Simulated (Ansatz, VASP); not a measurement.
# BN: VASP beside Ansatz

File INCAR:

```
PREC = Accurate
ENCUT = 520
EDIFF = 1E-6
ISMEAR = 0
SIGMA = 0.05
LREAL = F
LASPH = T
NELM = 80
ALGO = Normal
ISIF = 2
LWAVE = F
LCHARG = F
GGA = PE
NBANDS = 26
```

File KPOINTS:

```
Automatic mesh
0
Gamma
  6 6 10
```

Contents of POSCAR:

```
BN
1.0
    4.3895000000      0.0000000000      0.0000000000
    0.0000000000      4.3895000000      0.0000000000
    0.0000000000      0.0000000000      2.6257000000
B N
4 4
Direct
    0.1742811368      0.8257188632      0.5000000000
    0.3257188632      0.3257188632      0.0000000000
    0.6742811368      0.6742811368      0.0000000000
    0.8257188632      0.1742811368      0.5000000000
    0.8126115048      0.8126115048      0.5000000000
    0.3126115048      0.6873884952      0.0000000000
    0.6873884952      0.3126115048      0.0000000000
    0.1873884952      0.1873884952      0.5000000000
```

Input for Ansatz:

```yaml
crystal:
  lattice:
    - [4.3895, 0.0, 0.0]
    - [0.0, 4.3895, 0.0]
    - [0.0, 0.0, 2.6257]
  atoms:
    - { symbol: B, position: [0.1742811368, 0.8257188632, 0.5] }
    - { symbol: B, position: [0.3257188632, 0.3257188632, 0.0] }
    - { symbol: B, position: [0.6742811368, 0.6742811368, 0.0] }
    - { symbol: B, position: [0.8257188632, 0.1742811368, 0.5] }
    - { symbol: "N", position: [0.8126115048, 0.8126115048, 0.5] }
    - { symbol: "N", position: [0.3126115048, 0.6873884952, 0.0] }
    - { symbol: "N", position: [0.6873884952, 0.3126115048, 0.0] }
    - { symbol: "N", position: [0.1873884952, 0.1873884952, 0.5] }
basis:
  ecutwfc: 520.0
kpoints:
  mp_grid: { grid: [6, 6, 10] }
hamiltonian:
  xc: pbe
  pseudopotentials: { kind: paw, azcp: { folder: soft_1 } }
scf:
  occupations: { method: gaussian, width: 0.05 }
output:
  forces: true
  stress: true
  eigenvalues: true
```

Alike in both runs: task single point; functional PBE; k mesh 6 × 6 × 10; occupations gaussian, width 0.05 eV; no spin polarisation.

|  | VASP | Ansatz |
| --- | --- | --- |
| version | VASP 6.6.1 | Ansatz 0.2.0 |
| potentials or method | VASP PAW PBE potentials, release 64 (B, N), cutoff 520 eV | scalar-relativistic, plane waves, PAW |
| valence electrons in the cell | 32 | 32 |

Ansatz gave:

```
gap on the k mesh at the Fermi level (eV)                     : 4.78
least direct gap on the mesh (eV)                             : 5.80
pressure (GPa)                                                : -5.6
traceless stress, the component that is largest in VASP (GPa) : -19.79
rms of the force components (eV/Å)                            : 0.121
```

Q: Which values does VASP return?

A: gap on the k mesh at the Fermi level (eV): 4.77; least direct gap on the mesh (eV): 5.79; pressure (GPa): -5.3; traceless stress, the component that is largest in VASP (GPa): -19.86; rms of the force components (eV/Å): 0.127.

Atom by atom the forces differ by 0.007 eV/Å (rms over components). With one functional, cell and mesh, what is left measures potentials, basis and numerics.
